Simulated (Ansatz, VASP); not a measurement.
One calculation of AlN, two programs

```
Al N
1.0
     2.18490   -2.18490    0.00000
     2.18490    0.00000   -2.18490
     8.95809    8.52111    8.73960
Al N
6 6
Direct
  0.96042 0.00000 0.39580
  0.31042 0.33333 0.22913
  0.61042 0.66667 0.56247
  0.91042 0.00000 0.89580
  0.26042 0.33333 0.72913
  0.66042 0.66667 0.06247
  0.62292 0.66667 0.43747
  0.97292 0.00000 0.27080
  0.27292 0.33333 0.60413
  0.57292 0.66667 0.93747
  0.92292 0.00000 0.77080
  0.32292 0.33333 0.10413
```

Alike in both runs: task single point; functional r2SCAN; k mesh 8 × 8 × 2; occupations gaussian, width 0.05 eV; no spin polarisation.

```csv
,VASP,Ansatz
version,VASP 6.6.1,Ansatz 0.2.0
potentials or method,"VASP PAW PBE potentials, release 64 (Al, N), cutoff 520 eV","scalar-relativistic, plane waves, PAW"
valence electrons in the cell,48,48
```

Ansatz gave:

```
gap on the k mesh at the Fermi level (eV)                     : 3.78
least direct gap on the mesh (eV)                             : 4.24
pressure (GPa)                                                : -0.2
traceless stress, the component that is largest in VASP (GPa) : -1.47
rms of the force components (eV/Å)                            : 0.150
```

**Question.** Which values does VASP return?

**Answer.** gap on the k mesh at the Fermi level (eV): 3.77; least direct gap on the mesh (eV): 4.23; pressure (GPa): -0.5; traceless stress, the component that is largest in VASP (GPa): -1.48; rms of the force components (eV/Å): 0.151.

VASP's potentials were made for PBE, not for r2SCAN. Atom by atom the forces differ by 0.002 eV/Å (rms over components).
